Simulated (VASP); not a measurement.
# Hf (P6_3/mmc) in VASP: a series of runs

The runs below take Hf through single point, with PBE.

Program: VASP 6.6.1. These are calculated values, not measurements. Logs are shortened: lines on timing, memory, paths and dates and some standing lists are left out, and cuts for length are marked.

### Step 1. The cell of the first run

The structure is hexagonal, space group P6_3/mmc (No. 194). The conventional cell has a = 3.203 Å, b = 3.203 Å, c = 5.070 Å, α = 90.00°, β = 90.00°, γ = 120.00°. Hf (site symmetry -6m2) has 12 Hf at 3.14 to 3.20 Å within 4.1 Å.

### Step 2. Single point, PBE

INCAR

```
PREC = Accurate
ENCUT = 520
EDIFF = 1E-7
ISMEAR = -1
SIGMA = 0.05
LREAL = F
LASPH = T
NELM = 60
ALGO = Normal
ISIF = 2
LWAVE = F
LCHARG = F
GGA = PE
NBANDS = 28
```

KPOINTS

```
regular mesh
0
Gamma
  13 8 8
```

POSCAR

```
Hf
1.0
   -1.6015984961      2.7740499685      0.0000000000
    0.0000000000      0.0000000000      5.0702495496
    4.8047954882      2.7740499686      0.0000000000
Hf
4
Direct
    0.5000000000      0.2500000000      0.1666666670
    0.0000000000      0.2500000000      0.6666666670
    0.0000000000      0.7500000000      0.3333333330
    0.5000000000      0.7500000000      0.8333333330
```

Potentials or basis: VASP PAW PBE potentials, release 64 (Hf_pv).

Run with:

```
cat potpaw_PBE.64/Hf_pv/POTCAR > POTCAR
mpirun -np 1 vasp_std > vasp.out
```

OUTCAR:

```text
PREC = Accurate
   ENCUT = 520
   EDIFF = 1E-7
   ISMEAR = -1
   LREAL = F
   LASPH = T
   NELM = 60
   ISIF = 2
   GGA = PE

 ion  position               nearest neighbor table
   1  0.500  0.250  0.167-   3 3.14   3 3.14   3 3.14   3 3.14   4 3.14   4 3.14   2 3.20   2 3.20
                             2 3.20   2 3.20
   2  0.000  0.250  0.667-   4 3.14   4 3.14   4 3.14   4 3.14   3 3.14   3 3.14   1 3.20   1 3.20
                             1 3.20   1 3.20
   3  0.000  0.750  0.333-   1 3.14   1 3.14   1 3.14   1 3.14   2 3.14   2 3.14   4 3.20   4 3.20
                             4 3.20   4 3.20
   4  0.500  0.750  0.833-   2 3.14   2 3.14   2 3.14   2 3.14   1 3.14   1 3.14   3 3.20   3 3.20
                             3 3.20   3 3.20

  LATTYP: Found a simple orthorhombic cell.
 ALAT       =     3.2031969921
 B/A-ratio  =     1.5828716005
 C/A-ratio  =     1.7320508076

  Lattice vectors:

 A1 = (  -1.6015984961,   2.7740499685,   0.0000000000)
 A2 = (   0.0000000000,   0.0000000000,   5.0702495496)
 A3 = (   4.8047954882,   2.7740499686,   0.0000000000)

Analysis of symmetry for initial positions (statically):
=====================================================================
 Subroutine PRICEL returns following result:

  LATTYP: Found a hexagonal cell.
 ALAT       =     3.2031969922
 C/A-ratio  =     1.5828716005

  Lattice vectors:

 A1 = (   1.6015984960,   2.7740499685,   0.0000000000)
 A2 = (  -3.2031969922,  -0.0000000000,   0.0000000000)
 A3 = (   0.0000000000,   0.0000000000,   5.0702495496)

   2 primitive cells build up your supercell.

 Routine SETGRP: Setting up the symmetry group for a
 simple orthorhombic supercell.

 Subroutine GETGRP returns: Found  8 space group operations
 (whereof  4 operations were pure point group operations)
 out of a pool of  8 trial point group operations.

The static configuration has the point symmetry C_2h.
 The point group associated with its full space group is D_2h.

Analysis of symmetry for dynamics (positions and initial velocities):
=====================================================================
 Subroutine PRICEL returns following result:

  LATTYP: Found a hexagonal cell.
 ALAT       =     3.2031969922
 C/A-ratio  =     1.5828716005

  Lattice vectors:

 A1 = (   1.6015984960,   2.7740499685,   0.0000000000)
 A2 = (  -3.2031969922,  -0.0000000000,   0.0000000000)
 A3 = (   0.0000000000,   0.0000000000,   5.0702495496)

   2 primitive cells build up your supercell.

 Routine SETGRP: Setting up the symmetry group for a
 simple orthorhombic supercell.

 Subroutine GETGRP returns: Found  8 space group operations
 (whereof  4 operations were pure point group operations)
 out of a pool of  8 trial point group operations.

The dynamic configuration has the point symmetry C_2h.
 The point group associated with its full space group is D_2h.

 Subroutine INISYM returns: Found  8 space group operations
 (whereof  4 operations are pure point group operations),
 and found     2 'primitive' translations

----------------------------------------------------------------------------------------

                                     Primitive cell

  volume of cell :      45.0534

  direct lattice vectors                    reciprocal lattice vectors
     1.601598496  2.774049969  0.000000000    -0.000000000  0.360483773  0.000000000
    -3.203196992 -0.000000000  0.000000000    -0.312188105  0.180241887  0.000000000
     0.000000000  0.000000000  5.070249550     0.000000000  0.000000000  0.197228951

  length of vectors
     3.203196992  3.203196992  5.070249550     0.360483773  0.360483773  0.197228951

  position of ions in fractional coordinates (direct lattice)
     0.666666667  0.333333333  0.250000000
     0.333333333  0.666666667  0.750000000

  ion indices of the primitive-cell ions
   primitive index   ion index
                 1           1
                 2           4

----------------------------------------------------------------------------------------

 KPOINTS: regular mesh

Automatic generation of k-mesh.
 Grid dimensions read from file:
 generate k-points for:   13    8    8

 Generating k-lattice:

  Cartesian coordinates                     Fractional coordinates (reciprocal lattice)
    -0.012007235  0.020797141  0.000000000     0.076923077  0.000000000  0.000000000
     0.000000000  0.000000000  0.024653619     0.000000000  0.125000000  0.000000000
     0.019511757  0.011265118  0.000000000     0.000000000  0.000000000  0.125000000

  Length of vectors
     0.024014470  0.024653619  0.022530236

  Shift w.r.t. Gamma in fractional coordinates (k-lattice)
     0.000000000  0.000000000  0.000000000

 Subroutine IBZKPT returns following result:
 ===========================================

 Found    175 irreducible k-points:

 Following reciprocal coordinates:
            Coordinates               Weight
  0.000000  0.000000  0.000000      1.000000
  0.076923  0.000000 -0.000000      2.000000
  0.153846  0.000000 -0.000000      2.000000
  0.230769  0.000000 -0.000000      2.000000
  0.307692  0.000000 -0.000000      2.000000
  0.384615  0.000000  0.000000      2.000000
[... 16 lines left out ...]
  0.076923  0.375000 -0.000000      4.000000
  0.153846  0.375000 -0.000000      4.000000
 [... further k-points ...]
   k-points           NKPTS =    175   k-points in BZ     NKDIM =    175   number of bands    NBANDS=     28
   number of dos      NEDOS =    301   number of ions     NIONS =      4
   total plane-waves  NPLWV =  40320
   dimension x,y,z NGX =    24 NGY =   40 NGZ =   42
   dimension x,y,z NGXF=    48 NGYF=   80 NGZF=   84
   ions per type =               4
   NGX,Y,Z   is equivalent  to a cutoff of  12.46, 13.12, 12.59 a.u.
   NGXF,Y,Z  is equivalent  to a cutoff of  24.91, 26.23, 25.17 a.u.
 SYSTEM =  unknown system
   PREC   = accura    normal or accurate (medium, high low for compatibility)
   ISTART =      0    job   : 0-new  1-cont  2-samecut
   ICHARG =      2    charge: 1-file 2-atom 10-const
   ISPIN  =      1    spin polarized calculation?
   LNONCOLLINEAR =      F non collinear calculations
   LSORBIT =      F    spin-orbit coupling
   LASPH  =      T    aspherical Exc in radial PAW
   ENCUT  =  520.0 eV  38.22 Ry    6.18 a.u.   5.96  9.43 10.32*2*pi/ulx,y,z
   NELM   =     60;   NELMIN=  2; NELMDL= -5     # of ELM steps
   EDIFF  = 0.1E-06   stopping-criterion for ELM
   LREAL  =      F    real-space projection
   EDIFFG = 0.1E-05   stopping-criterion for IOM
   NSW    =      0    number of steps for IOM
   IBRION =     -1    ionic relax: 0-MD 1-quasi-New 2-CG
   NFREE  =      0    steps in history (QN), initial steepest desc. (CG)
   ISIF   =      2    stress and relaxation
   ISYM   =      2    0-nonsym 1-usesym 2-fastsym
   POTIM  = 0.5000    time-step for ionic-motion
   TEBEG  =    0.0;   TEEND  =   0.0 temperature during run
   PSTRESS=    0.0 pullay stress
   NELECT =      40.0000    total number of electrons
   NUPDOWN=      -1.0000    fix difference up-down
   EMIN   =  10.00;   EMAX   =-10.00  energy-range for DOS
   EFERMI =   0.00;   METHOD = LEGACY
   ISMEAR =    -1;   SIGMA  =   0.05  broadening in eV -4-tet -1-fermi 0-gaus
   EFERMI_NEDOS =   21; number of points for ismear=-14 and -15
   IALGO  =     38    algorithm
   IMIX   =      4    mixing-type and parameters
     AMIX     =   0.40;   BMIX     =  1.00
     AMIX_MAG =   1.60;   BMIX_MAG =  1.00
  volume/ion in A,a.u.               =      22.53       152.02
  Fermi-wavevector in a.u.,A,eV,Ry     =   1.248847  2.359978 21.219887  1.559618
  Thomas-Fermi vector in A             =   2.382914
   LORBIT       =      0    0 simple, 1 ext, 2 COOP (PROOUT), +10 PAW based schemes
   GGA     = PE    functional components
   LHFCALC =     F    Hartree Fock is set to
   AEXX    =    0.0000 exact exchange contribution
   IVDW    =     0    specifies the selected vdW correction
   LEPSILON=     F    determine dielectric tensor
   LRPA    =     F    only Hartree local field effects (RPA)
 non-spin polarized calculation
  energy-cutoff  :      520.00
  volume of cell :       90.11
 maximum number of plane-waves:      2450
 NGX is ok and might be reduce to    24
   NGX = 11   NGY = 19   NGZ = 21

 number of electron      39.9999994 magnetization

 Free energy of the ion-electron system (eV)
  ---------------------------------------------------
  ext. energy  EPLUGINS =         0.00000000
  ---------------------------------------------------
  free energy    TOTEN  =       -39.71373090 eV

  energy without entropy =      -39.69055339  energy(sigma->0) =      -39.70214214

 E-fermi :   4.8779     XC(G=0): -11.2518

 val. band max:        4.8717667118   @ k =   0.1538   0.3750   0.2500
 cond. band min:       4.8780796935   @ k =   0.3077   0.3750   0.1250
 fundamental gap:      0.0063129817
 Fermi energy:         4.8779292262

 k-point     1 :       0.0000    0.0000    0.0000
  band No.  band energies     occupation
      1     -26.2103      2.00000
      2     -26.0384      2.00000
      3     -25.8960      2.00000
      4     -25.8530      2.00000
      5     -25.6534      2.00000
      6     -25.5791      2.00000
[... 20 lines left out ...]
     27       6.8634      0.00000
     28       7.4970      0.00000

 k-point     2 :       0.0769    0.0000   -0.0000
  band No.  band energies     occupation
      1     -26.1991      2.00000
      2     -26.0292      2.00000
      3     -25.8873      2.00000
      4     -25.8441      2.00000
      5     -25.6707      2.00000
      6     -25.5860      2.00000
[... 20 lines left out ...]
     27       6.9855      0.00000
     28       7.3049      0.00000

 k-point     3 :       0.1538    0.0000   -0.0000
  band No.  band energies     occupation
      1     -26.1663      2.00000
      2     -26.0031      2.00000
      3     -25.8627      2.00000
      4     -25.8183      2.00000
      5     -25.7168      2.00000
      6     -25.6065      2.00000
[... 616 lines left out ...]
      3     -25.9597      2.00000
      4     -25.6627      2.00000
      5     -25.6490      2.00000
      6     -25.5753      2.00000
[... 20 lines left out ...]
     27       6.9411      0.00000
     28       8.4205      0.00000

 k-point    24 :       0.1538    0.3750   -0.0000
  band No.  band energies     occupation
      1     -26.0847      2.00000
      2     -26.0301      2.00000
      3     -25.9562      2.00000
      4     -25.7245      2.00000
      5     -25.6849      2.00000
      6     -25.6341      2.00000
[... 20 lines left out ...]
     27       7.0633      0.00000
     28       8.2346      0.00000

 [... further k-points ...]

------------------------ aborting loop because EDIFF is reached ----------------------------------------

  FORCE on cell =-STRESS in cart. coord.  units (eV):
  Direction    XX          YY          ZZ          XY          YZ          ZX
  --------------------------------------------------------------------------------------
  -------------------------------------------------------------------------------------
  Total       -0.1758029     -0.1868258     -0.3167253      0.0095461      0.0000000     -0.0000000
  in kB       -3.1259314     -3.3219277     -5.6316550      0.1697377      0.0000000     -0.0000000
  external PRESSURE =      -4.0265047 kB  Pullay stress =       0.0000000 kB

 VOLUME and BASIS-vectors are now :
 -----------------------------------------------------------------------------
  energy-cutoff  :      520.00
  volume of cell :       90.11
      direct lattice vectors                 reciprocal lattice vectors
    -1.601598496  2.774049968  0.000000000    -0.156094053  0.270362830  0.000000000
     0.000000000  0.000000000  5.070249550     0.000000000  0.000000000  0.197228951
     4.804795488  2.774049969  0.000000000     0.156094053  0.090120943  0.000000000

 POSITION                                       TOTAL-FORCE (eV/Angst)
 -----------------------------------------------------------------------------------
      0.00000      1.84937      1.26756        -0.002900     -0.001674     -0.000000
      3.20320      1.84937      1.26756        -0.002900     -0.001674      0.000000
      1.60160      0.92468      3.80269         0.002900      0.001674     -0.000000
      3.20320      3.69873      3.80269         0.002900      0.001674      0.000000
 -----------------------------------------------------------------------------------
    total drift:                                0.000000      0.000000     -0.000000

  FREE ENERGIE OF THE ION-ELECTRON SYSTEM (eV)
  ---------------------------------------------------
  free  energy   TOTEN  =       -39.7137309040 eV

  energy  without entropy=      -39.6905533853  energy(sigma->0) =      -39.70214214
```

Wall time 4.7 min (1 thread of Intel Xeon Platinum 8259CL at 2.50GHz (Skylake/Cascade Lake), shared host); peak memory 0.43 GiB.

Results:

| Property | Result |
| --- | --- |
| Free energy | -39.7137 eV |
| Pressure | -0.4 GPa |
| Largest force | 0.003 eV/Å |
| Band gap on the k mesh | zero (bands 20 and 21 overlap by 1.43 eV) |

Forces in eV/Å, atoms in the order of the input:
```
Hf  -0.003 -0.002  0.000
Hf  -0.003 -0.002  0.000
Hf   0.003  0.002  0.000
Hf   0.003  0.002  0.000
```

Caveat: spin-orbit coupling is left out, which moves the levels of the heavy elements.

### Step 3. Single point, PBE

INCAR

```
SYSTEM = Hf
PREC = Accurate
ENCUT = 520
EDIFF = 1E-6
ISMEAR = -1
SIGMA = 0.05
LREAL = .False.
LASPH = .True.
NELM = 60
ALGO = Normal
ISIF = 2
LWAVE = .False.
LCHARG = .False.
GGA = PE
NBANDS = 28
```

KPOINTS

```
regular mesh
0
Gamma
  13 8 8
  0 0 0
```

POSCAR is that of step 2.

Potentials or basis: VASP PAW PBE potentials, release 64 (Hf_pv).

Run with:

```
cat potpaw_PBE.64/Hf_pv/POTCAR > POTCAR
mpirun -np 1 vasp_std > vasp.out
```

Run time: 4.2 min. Hardware: 1 thread of Intel Xeon Platinum 8259CL at 2.50GHz (Skylake/Cascade Lake), shared host; peak memory 0.43 GiB.

The run converged. Its results:

| Property | Result |
| --- | --- |
| Free energy | -39.7137 eV |
| Pressure | -0.4 GPa |
| Largest force | 0.003 eV/Å |
| Band gap on the k mesh | zero (bands 20 and 21 overlap by 1.43 eV) |

Forces on the atoms (eV/Å):
```
Hf  -0.003 -0.002  0.000
Hf  -0.003 -0.002  0.000
Hf   0.003  0.002  0.000
Hf   0.003  0.002  0.000
```

Stress tensor (GPa, compression positive):
```
-0.30  0.02  0.00
 0.02 -0.32  0.00
 0.00  0.00 -0.56
```

Levels at points of the mesh, in eV from the Fermi level:
```csv
k point,band 18,band 19,band 20,band 21,band 22,band 23
"(0.00, 0.00, 0.00)",-0.82,0.61,0.79,0.85,1.17,1.17
"(0.00, 0.50, 0.00)",-0.98,0.14,0.14,1.07,1.07,1.07
"(0.00, 0.00, 0.50)",-1.05,-0.54,-0.54,0.79,0.79,1.46
"(0.00, 0.50, 0.50)",-0.68,-0.68,-0.68,0.54,0.54,0.54
```

Caveat: spin-orbit coupling is left out, which moves the levels of the heavy elements.
